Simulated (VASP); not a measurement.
Wanted: the native input for a VASP 6.6.1 run.

```
Task                   : molecular dynamics
Functional             : PBE
Potentials or basis    : VASP PAW PBE potentials, release 64 (Sn_d, O)
Cutoff                 : 520 eV
k mesh                 : 1 × 1 × 1
Occupations            : fermi-dirac, width 0.1861 eV
Spin                   : no spin polarisation
Dipole correction      : no
Further INCAR settings : LREAL = Auto; ALGO = Normal; EDIFF = 1e-05; NBANDS = 107; ISYM = 0; IBRION = 0; POTIM = 2.0; NSW = 40
```

The structure of SnO2 lies in POSCAR:

```
SnO2
1.0
    6.8133110000     -0.0677660000     -0.0220850000
   -0.0677660000      6.5981650000     -0.0994380000
   -0.0220850000     -0.0994380000      6.3785550000
Sn O
7 14
Direct
    0.7285305163      0.7498971115      0.9583738705
    0.0573808945      0.2987200593      0.7580351838
    0.5720432538      0.0432363926      0.5640368622
    0.2185089919      0.6772679399      0.1446582676
    0.4682918985      0.2304627308      0.9818555309
    0.9257812456      0.1900934131      0.2614786526
    0.3318352903      0.6639018894      0.6284177002
    0.6939082930      0.3282210847      0.3322687862
    0.7392669410      0.1679539675      0.8172029865
    0.4408079959      0.7892928514      0.9200424266
    0.0437025260      0.4040578138      0.4712182257
    0.1760029582      0.2177860677      0.0238910944
    0.5833267212      0.0228366846      0.1987449222
    0.9387102955      0.8954458950      0.0451775544
    0.9167512046      0.0098525699      0.4823871224
    0.0781840161      0.6146456506      0.8104746125
    0.8651403917      0.4786241253      0.0956052100
    0.6831295618      0.7043331212      0.6265103972
    0.3663487412      0.3166257915      0.6875738500
    0.3307182566      0.8978220415      0.4618361964
    0.4306147664      0.5003655271      0.2447302274
```

These files were run (other wordings do the same):

INCAR

```
PREC = Accurate
ENCUT = 520
EDIFF = 1E-5
ISMEAR = -1
SIGMA = 0.1861
LREAL = Auto
LASPH = True
NELM = 60
ALGO = Normal
ISIF = 2
LWAVE = False
LCHARG = False
GGA = PE
NBANDS = 107
ISYM = 0
IBRION = 0
NSW = 40
POTIM = 2.0
TEBEG = 2160.0
TEEND = 2160.0
NELMIN = 4
RANDOM_SEED = 73160 0 0
MDALGO = 3
LANGEVIN_GAMMA = 5 5
```

KPOINTS

```
Automatic mesh
0
Gamma
  1 1 1
```

Potentials or basis: VASP PAW PBE potentials, release 64 (Sn_d, O).

Launch:

```bash
$ cat potpaw_PBE.64/Sn_d/POTCAR potpaw_PBE.64/O/POTCAR > POTCAR
$ mpirun -np 1 vasp_gam > vasp.out
```

Wall time 17 min on 1 thread of Intel(R) Xeon(R) 6975P-C (Granite Rapids), with other jobs on the host, peak memory 0.39 GiB.
